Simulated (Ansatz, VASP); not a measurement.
# Co in VASP and in Ansatz

File INCAR:

```
SYSTEM = Co
  PREC = Accurate
  ENCUT = 520
  EDIFF = 1E-6
  ISMEAR = -1
  SIGMA = 0.08
  LREAL = .False.
  LASPH = .True.
  NELM = 150
  ALGO = Normal
  ISIF = 2
  LWAVE = .False.
  LCHARG = .False.
  ISPIN = 2
  MAGMOM = 1.7 1.7
  LORBIT = 11
  LMAXMIX = 4
  NBANDS = 20
```

The input KPOINTS:

```
Automatic mesh
0
Gamma
  12 12 12
  0 0 0
```

Contents of POSCAR:

```
Co
1.0
    2.5074000000      0.0000000000      0.0000000000
   -1.2537000000      2.1714720974      0.0000000000
    0.0000000000      0.0000000000      4.0699000000
Co
2
Direct
    0.3333333333      0.6666666667      0.2500000000
    0.6666666667      0.3333333333      0.7500000000
```

Input for Ansatz:

```yaml
crystal:
  lattice:
    - [2.5074, 0.0, 0.0]
    - [-1.2537, 2.1714720974, 0.0]
    - [0.0, 0.0, 4.0699]
  atoms:
    - { symbol: Co, position: [0.3333333333, 0.6666666667, 0.25], spin: 1.7 }
    - { symbol: Co, position: [0.6666666667, 0.3333333333, 0.75], spin: 1.7 }
magnetization:
  spin_polarized: true
kpoints:
  mp_grid: { grid: [12, 12, 12] }
  band_path:
    path:
      - [0.0, 0.0, 0.0]
      - [0.5, 0.0, 0.0]
      - [0.3333333333, 0.3333333333, 0.0]
      - [0.0, 0.0, 0.0]
      - [0.0, 0.0, 0.5]
      - [0.5, 0.0, 0.5]
      - [0.3333333333, 0.3333333333, 0.5]
      - [0.0, 0.0, 0.5]
      - [0.5, 0.0, 0.5]
    npoints: 8
scf:
  occupations: { method: fermi_dirac, width: 0.08 }
  lower_state_search: "off"
hamiltonian:
  xc: lda
  pseudopotentials: { kind: paw }
output:
  eigenvalues: false
  eigenstates:
    nscf_kmesh: { grid: [12, 12, 12] }
    top_band: c20
    exchange_couplings: { magnetic: [{ species: Co }] }
```

Alike in both runs: task single point; functional LDA; k mesh 12 × 12 × 12; occupations fermi-dirac, width 0.08 eV; collinear spin.

|  | VASP | Ansatz |
| --- | --- | --- |
| version | VASP 6.6.1 | Ansatz 0.2.0 |
| potentials or method | VASP PAW LDA potentials, release 64 (Co) | PAW with Ansatz's default frozen-core files, scalar-relativistic |
| plane-wave cutoff (eV) | 520 | 420 |
| valence electrons in the cell | 18 | 34 |

```tsv
	VASP	Ansatz	Ansatz less VASP
net moment per atom (μB)	1.56	1.60	+0.045
size of the moment on the site where the two differ most (μB)	1.56	1.65	+0.090
```

LDA's correlation is that of Perdew and Zunger in VASP and of Perdew and Wang (1992) in Ansatz. Site moments also hang on the region over which each program counts them. VASP's potentials hold 18 valence electrons a cell and Ansatz's 34, so a difference there can come from the potentials and not from the codes.
